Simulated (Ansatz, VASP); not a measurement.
Al2Cu in VASP and in Ansatz

```
Al Cu
1.0
    -2.90510    2.90510    2.36805
     2.90510   -2.90510    2.36805
     2.90510    2.90510   -2.36805
Al Cu
4 2
Direct
  0.15872 0.65872 0.81744
  0.65872 0.84128 0.50000
  0.84128 0.34128 0.18256
  0.34128 0.15872 0.50000
  0.75000 0.75000 0.00000
  0.25000 0.25000 0.00000
```

Alike in both runs: task single point; functional PBE; k mesh 10 × 10 × 10; occupations gaussian, width 0.15 eV; no spin polarisation.

```csv
,VASP,Ansatz
version,VASP 6.6.1,Ansatz 0.2.0
potentials or method,"VASP PAW PBE potentials, release 64 (Al, Cu), cutoff 520 eV","scalar-relativistic, plane waves, PAW"
valence electrons in the cell,34,50
```

VASP gave:

- gap on the k mesh at the Fermi level (eV): none
- pressure (GPa): 14.4
- traceless stress, the component that is largest in VASP (GPa): -1.16
- rms of the force components (eV/Å): 0.025

Q: Which values does Ansatz return?

A: gap on the k mesh at the Fermi level (eV): none; pressure (GPa): 14.5; traceless stress, the component that is largest in VASP (GPa): -1.20; rms of the force components (eV/Å): 0.024.

Atom by atom the forces differ by 0.001 eV/Å (rms over components). A gap of «none» marks a metal or a gap that the smearing closes. With one functional, cell and mesh, what is left measures potentials, basis and numerics. VASP's potentials hold 34 valence electrons a cell and Ansatz's 50, so a difference there can come from the potentials and not from the codes.
